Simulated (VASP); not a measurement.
Write the native input for VASP 6.6.1 that does the following.

* Task: single point
* Functional: LDA
* Potentials or basis: VASP PAW LDA potentials, release 64 (O)
* Cutoff: 600 eV
* k mesh: 6 × 6 × 6
* Occupations: gaussian, width 0.1 eV
* Spin: no spin polarisation
* Dipole correction: no
* Further INCAR settings: ALGO = Normal; EDIFF = 1e-06; NBANDS = 16

The structure of O lies in POSCAR:

```
O
1.0
    4.0060000000      0.0000000000      0.0000000000
    0.0000000000      4.0060000000      0.0000000000
    0.0000000000      0.0000000000      4.0060000000
O
3
Direct
    0.5000000000      0.0000000000      0.0000000000
    0.0000000000      0.5000000000      0.0000000000
    0.0000000000      0.0000000000      0.5000000000
```

The input as run:

INCAR

```
PREC     = Accurate       # precision mode
ENCUT    = 600            # plane-wave cutoff, eV
EDIFF    = 1E-6           # SCF threshold, eV
ISMEAR   = 0              # smearing method
SIGMA    = 0.1            # smearing width, eV
LREAL    = F              # projectors in reciprocal space
LASPH    = T              # aspherical terms in the spheres
NELM     = 120            # most SCF steps
ALGO     = Normal         # electronic algorithm
ISIF     = 2              # what is computed and relaxed
LWAVE    = F              # write WAVECAR
LCHARG   = F              # write CHGCAR
NBANDS   = 16             # bands
GGA_COMPAT= F
```

KPOINTS

```
regular mesh
0
Gamma
  6 6 6
```

Potentials or basis: VASP PAW LDA potentials, release 64 (O).

Launch:

```bash
$ cat potpaw_LDA.64/O/POTCAR > POTCAR
$ mpirun -np 1 vasp_std > vasp.out
```

It gave:

```
Pressure               : -16.5 GPa
Band gap on the k mesh : zero (band 9 reaches -5.44 eV, above the bottom of band 10 at -6.15 eV)
```

Wall time 6.9 s on 1 thread of Intel(R) Xeon(R) 6975P-C (Granite Rapids), with other jobs on the host, peak memory 0.15 GiB.
